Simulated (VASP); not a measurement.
Write the native input for VASP 6.6.1 that does the following.

```
Task                   : single point
Functional             : PBEsol
Potentials or basis    : VASP PAW PBE potentials, release 64 (Cu)
Cutoff                 : 600 eV
k mesh                 : 15 × 15 × 15
Occupations            : fermi-dirac, width 0.05 eV
Spin                   : no spin polarisation
Dipole correction      : no
Further INCAR settings : ALGO = Normal; EDIFF = 1e-06; NBANDS = 18
```

The structure of Cu lies in POSCAR:

```
Cu
1.0
    0.0000000000      2.6155527100      2.6155527100
    2.6155527100      0.0000000000      2.6155527100
    2.6155527100      2.6155527100      0.0000000000
Cu
2
Direct
    1.0000000000      1.0000000000      1.0000000000
    0.2500000000      0.2500000000      0.2500000000
```

This isn't the form of Cu at room conditions, which is fcc.

The input as run:

INCAR

```
PREC     = Accurate       # precision mode
ENCUT    = 600            # plane-wave cutoff, eV
EDIFF    = 1E-6           # SCF threshold, eV
ISMEAR   = -1             # smearing method
SIGMA    = 0.05           # smearing width, eV
LREAL    = F              # projectors in reciprocal space
LASPH    = T              # aspherical terms in the spheres
NELM     = 120            # most SCF steps
ALGO     = Normal         # electronic algorithm
ISIF     = 2              # what is computed and relaxed
LWAVE    = F              # write WAVECAR
LCHARG   = F              # write CHGCAR
GGA      = PS             # functional
NBANDS   = 18             # bands
GGA_COMPAT= F
```

KPOINTS

```
regular mesh
0
Gamma
  15 15 15
```

Potentials or basis: VASP PAW PBE potentials, release 64 (Cu).

Command:

```console
$ cat potpaw_PBE.64/Cu/POTCAR > POTCAR
$ mpirun -np 1 vasp_std > vasp.out
```

It gave:

The pressure is 0.1 GPa. The band gap on the k mesh is zero (bands 11 and 12 overlap by 0.79 eV).

Caveat: the PAW data sets were made with another functional, which shifts forces and pressure a little.

Run time: 82 s on 1 thread of Intel(R) Xeon(R) Platinum 8259CL CPU @ 2.50GHz (Skylake/Cascade Lake) (shared host), peak memory 0.22 GiB.
